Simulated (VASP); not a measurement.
Runs of VASP 6.6.1 on InP. The structure is that of space group F-43m (No. 216), or close to it. The cells are those of the table. 

```csv
level,cell,k mesh,smearing,grid for exact exchange (PRECFOCK),share of exact exchange,screening parameter,gap on the mesh (eV),pressure (GPa)
revPBE,"a = 4.144 Å, angles 60.0°, 2 atoms",8 × 8 × 8,fermi-dirac 0.05 eV,-,-,-,0.81,4.6
r2SCAN0,"a = 4.060 Å, angles 60.0°, 2 atoms",4 × 4 × 4,fermi-dirac 0.05 eV,Normal,0.25,-,2.90,5.9
PBEsol-based screened hybrid with 25 % exact exchange,"a = 4.117 Å, angles 60.0°, 2 atoms",4 × 4 × 4,fermi-dirac 0.05 eV,Normal,0.25,0.207 1/Å,1.55,(d)
r2SCAN0,"a = 4.172 Å, angles 60.0°, 2 atoms",4 × 4 × 4,fermi-dirac 0.05 eV,Normal,0.25,-,(a),-1.0
PBEsol-based screened hybrid with 25 % exact exchange,"a = 4.144 Å, angles 60.0°, 2 atoms",4 × 4 × 4,fermi-dirac 0.05 eV,Normal,0.25,0.207 1/Å,(c),(b)
r2SCAN0,"a = 4.088 Å, angles 60.0°, 2 atoms",4 × 4 × 4,fermi-dirac 0.05 eV,Normal,0.25,-,2.77,3.9
PBE,"a = 4.144 Å, angles 60.0°, 2 atoms",8 × 8 × 8,gaussian 0.026 eV,-,-,-,0.71,3.3
```

Alike in all rows: potentials or basis VASP PAW PBE potentials, release 64 (In_d, P); no spin polarisation; cutoff (eV) 520.

**Question.** Fill in the values left out.

**Answer.** (a) 2.38; (b) -0.3; (c) 1.42; (d) 1.2.

Caveats: some runs use coarse meshes; spin-orbit coupling is left out, which moves the levels of the heavy elements; the PAW data sets were made with another functional, which shifts forces and pressure a little (at least some runs); the cell stands under pressure (at least some runs); semilocal functionals underestimate gaps, and a narrow one can read as zero (at least some runs).

A k mesh can miss the band edges, and the runs leave out spin-orbit coupling on In.
